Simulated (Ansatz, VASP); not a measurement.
## One calculation of RbTi6, two programs

INCAR

```
  PREC = Accurate
  ENCUT = 500
  EDIFF = 1E-7
  ISMEAR = 0
  SIGMA = 0.1
  LREAL = False
  LASPH = True
  NELM = 120
  ALGO = Normal
  ISIF = 3
  LWAVE = False
  LCHARG = False
  GGA = PE
  IBRION = 2
  NSW = 90
  EDIFFG = -0.04
  GGA_COMPAT = False
  NELMIN = 4
```

KPOINTS

```
Automatic mesh
0
Gamma
  4 4 4
```

Contents of POSCAR:

```
RbTi6
1.0
    5.0014804800      0.0000000000      0.0000000000
    0.0000000000      5.0014804800      0.0000000000
    0.0000000000      0.0000000000      5.0014804800
Rb Ti
1 6
Direct
    0.0000000000      0.0000000000      0.0000000000
    0.5000000000      0.5000000000      0.2070000000
    0.5000000000      0.5000000000      0.7930000000
    0.2070000000      0.5000000000      0.5000000000
    0.7930000000      0.5000000000      0.5000000000
    0.5000000000      0.2070000000      0.5000000000
    0.5000000000      0.7930000000      0.5000000000
```

Input for Ansatz:

```yaml
crystal:
  lattice:
    - [5.00148048, 0.0, 0.0]
    - [0.0, 5.00148048, 0.0]
    - [0.0, 0.0, 5.00148048]
  atoms:
    - { symbol: Rb, position: [0.0, 0.0, 0.0] }
    - { symbol: Ti, position: [0.5, 0.5, 0.207] }
    - { symbol: Ti, position: [0.5, 0.5, 0.793] }
    - { symbol: Ti, position: [0.207, 0.5, 0.5] }
    - { symbol: Ti, position: [0.793, 0.5, 0.5] }
    - { symbol: Ti, position: [0.5, 0.207, 0.5] }
    - { symbol: Ti, position: [0.5, 0.793, 0.5] }
basis:
  ecutwfc: 420
kpoints:
  mp_grid: { grid: [4, 4, 4] }
hamiltonian:
  xc: pbe
scf:
  occupations: { method: gaussian, width: 0.1 }
  lower_state_search: "off"
output:
  forces: true
  stress: true
  eigenvalues: true
relax:
  adjacent_minimum: "off"
  f_tol: 0.04
  max_steps: 70
  cell: { stress_tol: 0.4 }
```

Change from the starting cell: species swapped into the ErB6 type (Pm-3m, No. 221).

Alike in both runs: task relaxation of cell and atoms; functional PBE; k mesh 4 × 4 × 4; occupations gaussian, width 0.1 eV; no spin polarisation.

|  | VASP | Ansatz |
| --- | --- | --- |
| version | VASP 6.6.1 | Ansatz 0.2.0 |
| potentials or method | VASP PAW PBE potentials, release 64 (Rb_sv, Ti_sv), cutoff 500 eV | scalar-relativistic, plane waves, PAW |
| valence electrons in the cell | 81 | 81 |

Ansatz gave:

| Item | Value |
| --- | --- |
| gap on the k mesh at the Fermi level, each at its own relaxed structure (eV) | none |
| relaxed volume (Å³/atom) | 39.05 |
| relaxed cell length with the largest relative difference (Å) | 6.490 |

Problem. Which values does VASP return?

Solution. gap on the k mesh at the Fermi level, each at its own relaxed structure (eV): none; relaxed volume (Å³/atom): 39.38; relaxed cell length with the largest relative difference (Å): 6.508.

A gap of «none» marks a metal or a gap that the smearing closes.

Noted on VASP's run: the volume moved by over 15 % at a fixed basis, so the end points are rough.
